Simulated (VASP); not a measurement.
# HfO2 (Fm-3m) in VASP: vibrations by perturbation theory with PBE

Aim: the vibrations by perturbation theory of HfO2 with PBE.

Everything below comes from runs of VASP 6.6.1. Logs are shortened: lines on timing, memory, paths and dates and some standing lists are left out, and cuts for length are marked.

### 1 The cell of the first run

Symmetry: Fm-3m, No. 225, cubic system. Conventional cell: a = 5.098 Å, b = 5.098 Å, c = 5.098 Å, α = 90.00°, β = 90.00°, γ = 90.00°. Within 2.9 Å of Hf (site symmetry m-3m) lie 8 O at 2.21 Å. O (site symmetry -43m) has 4 Hf at 2.21 Å and 6 O at 2.55 Å within 2.9 Å.

### 2 Vibrations by perturbation theory, PBE

INCAR

```
PREC = Accurate
ENCUT = 520
EDIFF = 1E-8
ISMEAR = 0
SIGMA = 0.05
LREAL = False
LASPH = True
NELM = 80
ALGO = Normal
ISIF = 2
LWAVE = False
LCHARG = False
GGA = PE
NBANDS = 31
IBRION = 8
NSW = 1
```

KPOINTS

```
regular mesh
0
Gamma
  6 6 6
```

POSCAR

```
HfO2
1.0
    0.0000000000     -2.5489194559     -2.5489194559
    0.0000000000      2.5489194559     -2.5489194559
    5.0978389119      0.0000000000      0.0000000000
Hf O
2 4
Direct
    0.5000000000      0.5000000000      0.5000000000
    0.0000000000      0.0000000000      0.0000000000
    0.0000000000      0.5000000000      0.7500000000
    0.5000000000      0.0000000000      0.2500000000
    0.0000000000      0.5000000000      0.2500000000
    0.5000000000      0.0000000000      0.7500000000
```

Potentials or basis: VASP PAW PBE potentials, release 64 (Hf_pv, O).

On the command line:

```console
$ cat potpaw_PBE.64/Hf_pv/POTCAR potpaw_PBE.64/O/POTCAR > POTCAR
$ mpirun -np 1 vasp_std > vasp.out
```

OUTCAR:

```text
PREC = Accurate
   ENCUT = 520
   EDIFF = 1E-8
   ISMEAR = 0
   LREAL = False
   LASPH = True
   NELM = 80
   ISIF = 2
   GGA = PE
   IBRION = 8
   NSW = 1

 ion  position               nearest neighbor table
   1  0.500  0.500  0.500-   3 2.21   4 2.21   5 2.21   6 2.21   4 2.21   6 2.21   3 2.21   5 2.21
                             2 3.60   2 3.60   2 3.60   2 3.60   2 3.60   2 3.60   2 3.60   2 3.60
   2  0.000  0.000  0.000-   3 2.21   4 2.21   5 2.21   6 2.21   3 2.21   5 2.21   4 2.21   6 2.21
                             1 3.60   1 3.60   1 3.60   1 3.60   1 3.60   1 3.60   1 3.60   1 3.60
   3  0.000  0.500  0.750-   1 2.21   2 2.21   2 2.21   1 2.21
   4  0.500  0.000  0.250-   1 2.21   2 2.21   1 2.21   2 2.21
   5  0.000  0.500  0.250-   1 2.21   2 2.21   2 2.21   1 2.21
   6  0.500  0.000  0.750-   1 2.21   2 2.21   1 2.21   2 2.21

  LATTYP: Found a simple tetragonal cell.
 ALAT       =     3.6047164639
 C/A-ratio  =     1.4142135624

  Lattice vectors:

 A1 = (   0.0000000000,  -2.5489194559,  -2.5489194559)
 A2 = (   0.0000000000,   2.5489194559,  -2.5489194559)
 A3 = (   5.0978389119,   0.0000000000,   0.0000000000)

Analysis of symmetry for initial positions (statically):
=====================================================================
 Subroutine PRICEL returns following result:

  LATTYP: Found a face centered cubic cell.
 ALAT       =     5.0978389119

  Lattice vectors:

 A1 = (  -2.5489194560,   0.0000000000,   2.5489194559)
 A2 = (  -2.5489194559,  -2.5489194559,   0.0000000000)
 A3 = (  -0.0000000000,  -2.5489194559,   2.5489194559)

   2 primitive cells build up your supercell.

 Routine SETGRP: Setting up the symmetry group for a
 simple tetragonal supercell.

 Subroutine GETGRP returns: Found 16 space group operations
 (whereof 16 operations were pure point group operations)
 out of a pool of 16 trial point group operations.

The static configuration has the point symmetry D_4h.

Analysis of symmetry for dynamics (positions and initial velocities):
=====================================================================
 Subroutine PRICEL returns following result:

  LATTYP: Found a face centered cubic cell.
[... 1005 lines left out ...]
 VOLUME and BASIS-vectors are now :
 -----------------------------------------------------------------------------
  energy-cutoff  :      520.00
  volume of cell :       66.24
      direct lattice vectors                 reciprocal lattice vectors
     0.000000000 -2.548919456 -2.548919456     0.000000000 -0.196161553 -0.196161553
     0.000000000  2.548919456 -2.548919456     0.000000000  0.196161553 -0.196161553
     5.097838912  0.000000000  0.000000000     0.196161553  0.000000000  0.000000000

 POSITION                                       TOTAL-FORCE (eV/Angst)
 -----------------------------------------------------------------------------------
      2.54892      0.00000     -2.54892         0.000000      0.000000     -0.000000
      0.00000      0.00000      0.00000         0.000000      0.000000     -0.000000
      3.82338      1.27446     -1.27446        -0.000000      0.000000      0.000000
      1.27446     -1.27446     -1.27446        -0.000000     -0.000000     -0.000000
      1.27446      1.27446     -1.27446         0.000000     -0.000000     -0.000000
      3.82338     -1.27446     -1.27446         0.000000     -0.000000      0.000000
 -----------------------------------------------------------------------------------
    total drift:                                0.000000     -0.000000     -0.000000

  FREE ENERGIE OF THE ION-ELECTRON SYSTEM (eV)
  ---------------------------------------------------
  free  energy   TOTEN  =       -60.4865252035 eV

  energy  without entropy=      -60.4865252035  energy(sigma->0) =      -60.48652520

[... ionic steps 2 to 9 ...]

--------------------------------------- Ionic step       10  -------------------------------------------

------------------------ aborting loop because EDIFF is reached ----------------------------------------

--------------------------------------- Ionic step       11  -------------------------------------------

 Free energy of the ion-electron system (eV)
  ---------------------------------------------------
  ---------------------------------------------------
  free energy    TOTEN  =        -0.37009708 eV

  energy without entropy =       -0.37009708

------------------------ aborting loop because EDIFF is reached ----------------------------------------

 INTERNAL STRAIN TENSOR  FOR ION    3  DIRECTION 2   (eV/Angst):
 -----------------------------------------------------------------------------
     0.00244  0.00000 -5.94676
     0.00000 -0.00331  0.00000
    -6.14866  0.00000 -0.00037

 INTERNAL STRAIN TENSOR FOR ION    6 for displacements in x,y,z  (eV/Angst):
          X           Y           Z          XY          YZ          ZX
  --------------------------------------------------------------------------------
  x     0.00000     0.00000     0.00000     0.00000     6.06250     0.00000
  y     0.00000     0.00000     0.00000     0.00000     0.00000     5.94676
  z     0.00000     0.00000     0.00000     6.14866     0.00000     0.00000

 SECOND DERIVATIVES (NOT SYMMETRIZED)
 ------------------------------------
               1X          1Y          1Z          2X          2Y          2Z          3X          3Y          3Z          4X          4Y          4Z          5X          5Y          5Z          6X          6Y          6Z
  1X   -22.286592    0.000000    0.000000   17.949751    0.000000    0.000000    1.084210    0.000000   -0.000000    1.084210    0.000000   -0.000000    1.084210    0.000000    0.000000    1.084210   -0.000000    0.000000
  1Y    -0.000000   -4.590973    0.000000   -0.000000    0.254327    0.000000    0.000000    1.084162   -0.172144    0.000000    1.084162    0.172144    0.000000    1.084162   -0.172144    0.000000    1.084162    0.172144
  1Z    -0.000000    0.000000   -4.590973   -0.000000    0.000000    0.254327    0.000000   -0.172144    1.084162    0.000000    0.172144    1.084162    0.000000   -0.172144    1.084162    0.000000    0.172144    1.084162
  2X    17.949751    0.000000    0.000000  -22.286592    0.000000    0.000000    1.084210    0.000000   -0.000000    1.084210    0.000000   -0.000000    1.084210   -0.000000    0.000000    1.084210    0.000000    0.000000
  2Y    -0.000000    0.254327    0.000000   -0.000000   -4.590973    0.000000    0.000000    1.084162    0.172144    0.000000    1.084162   -0.172144    0.000000    1.084162    0.172144    0.000000    1.084162   -0.172144
  2Z    -0.000000    0.000000    0.254327   -0.000000    0.000000   -4.590973    0.000000    0.172144    1.084162    0.000000   -0.172144    1.084162    0.000000    0.172144    1.084162    0.000000   -0.172144    1.084162
  3X     1.085418   -0.000000   -0.000000    1.085418   -0.000000   -0.000000  -10.960342   -0.000000    0.000000    0.667776   -0.000000   -0.000000   11.518555   -0.000000   -0.000000   -3.396826   -0.000000   -0.000000
  3Y     0.000000    1.090669   -0.168926    0.000000    1.090669    0.168926    0.000000  -10.672710    0.000000    0.000000    0.341063    0.000000    0.000000    0.840135    0.000000    0.000000    7.310174    0.000000
  3Z     0.000000   -0.168926    1.090669    0.000000    0.168926    1.090669    0.000000    0.000000  -10.672710    0.000000    0.000000    0.341063    0.000000    0.000000    0.840135    0.000000    0.000000    7.310174
  4X     1.085418   -0.000000   -0.000000    1.085418   -0.000000   -0.000000    0.667776   -0.000000   -0.000000  -10.960342   -0.000000    0.000000   -3.396826   -0.000000   -0.000000   11.518555   -0.000000   -0.000000
  4Y     0.000000    1.090669    0.168926    0.000000    1.090669   -0.168926    0.000000    0.341063    0.000000    0.000000  -10.672710    0.000000    0.000000    7.310174    0.000000    0.000000    0.840135    0.000000
  4Z     0.000000    0.168926    1.090669    0.000000   -0.168926    1.090669    0.000000    0.000000    0.341063    0.000000    0.000000  -10.672710    0.000000    0.000000    7.310174    0.000000    0.000000    0.840135
  5X     1.085418   -0.000000   -0.000000    1.085418   -0.000000   -0.000000   11.518555   -0.000000   -0.000000   -3.396826   -0.000000   -0.000000  -10.960342   -0.000000    0.000000    0.667776   -0.000000   -0.000000
  5Y     0.000000    1.090669   -0.168926    0.000000    1.090669    0.168926    0.000000    0.840135    0.000000    0.000000    7.310174    0.000000    0.000000  -10.672710    0.000000    0.000000    0.341063    0.000000
  5Z     0.000000   -0.168926    1.090669    0.000000    0.168926    1.090669    0.000000    0.000000    0.840135    0.000000    0.000000    7.310174    0.000000    0.000000  -10.672710    0.000000    0.000000    0.341063
  6X     1.085418   -0.000000   -0.000000    1.085418   -0.000000   -0.000000   -3.396826   -0.000000   -0.000000   11.518555   -0.000000   -0.000000    0.667776   -0.000000   -0.000000  -10.960342   -0.000000    0.000000
  6Y     0.000000    1.090669    0.168926    0.000000    1.090669   -0.168926    0.000000    7.310174    0.000000    0.000000    0.840135    0.000000    0.000000    0.341063    0.000000    0.000000  -10.672710    0.000000
  6Z     0.000000    0.168926    1.090669    0.000000   -0.168926    1.090669    0.000000    0.000000    7.310174    0.000000    0.000000    0.840135    0.000000    0.000000    0.341063    0.000000    0.000000  -10.672710

 Eigenvectors and eigenvalues of the dynamical matrix
 ----------------------------------------------------

   1 f  =   20.135843 THz   126.517235 2PiTHz  671.659436 cm-1    83.275119 meV
             X         Y         Z           dx          dy          dz
      2.548919  0.000000 -2.548919    -0.000000    0.000000   -0.000000
      0.000000  0.000000  0.000000    -0.000000    0.000000   -0.000000
      3.823379  1.274460 -1.274460     0.500000   -0.000000    0.000000
      1.274460 -1.274460 -1.274460    -0.500000    0.000000   -0.000000
      1.274460  1.274460 -1.274460    -0.500000   -0.000000    0.000000
      3.823379 -1.274460 -1.274460     0.500000    0.000000    0.000000
[... 145 lines left out ...]
  18 f/i=    7.086111 THz    44.523348 2PiTHz  236.367217 cm-1    29.305787 meV
             X         Y         Z           dx          dy          dz
      2.548919  0.000000 -2.548919    -0.000000    0.000000    0.000000
      0.000000  0.000000  0.000000    -0.000000    0.000000    0.000000
      3.823379  1.274460 -1.274460     0.500000   -0.000000   -0.000000
      1.274460 -1.274460 -1.274460    -0.500000   -0.000000    0.000000
      1.274460  1.274460 -1.274460     0.500000   -0.000000    0.000000
      3.823379 -1.274460 -1.274460    -0.500000    0.000000   -0.000000

--------------------------------------------------------------------------------------------------------

 ELASTIC MODULI CONTR FROM IONIC RELAXATION (kBar)
 Direction    XX          YY          ZZ          XY          YZ          ZX
 --------------------------------------------------------------------------------
 XX           0.0000      0.0000      0.0000      0.0000      0.0000      0.0000
 YY           0.0000      0.0000      0.0000      0.0000      0.0000      0.0000
 ZZ           0.0000      0.0000      0.0000      0.0000      0.0000      0.0000
 XY           0.0000      0.0000      0.0000   -197.9041     -0.0000      0.0000
 YZ           0.0000      0.0000      0.0000     -0.0000   -193.1039     -0.0000
 ZX           0.0000      0.0000      0.0000      0.0000     -0.0000   -185.1208
 --------------------------------------------------------------------------------
```

Wall time 37 min (1 thread of Intel Xeon 8259CL, shared host); peak memory 0.37 GiB.

What came out:

| Item | Value |
| --- | --- |
| Highest phonon frequency at Γ, LO-TO splitting left out | 672 cm⁻¹ |
| Most unstable mode | 236i cm⁻¹ |

Phonon frequencies in cm⁻¹ (negative: imaginary):
| q point | frequencies |
| --- | --- |
| (0.000, 0.000, 0.000) | -236 0 0 0 86 86 209 209 209 248 278 278 545 545 559 560 560 672 |

Caveat: the cell stands under pressure or tension, which shifts response properties; some modes are imaginary; spin-orbit coupling is left out, which moves the levels of the heavy elements.
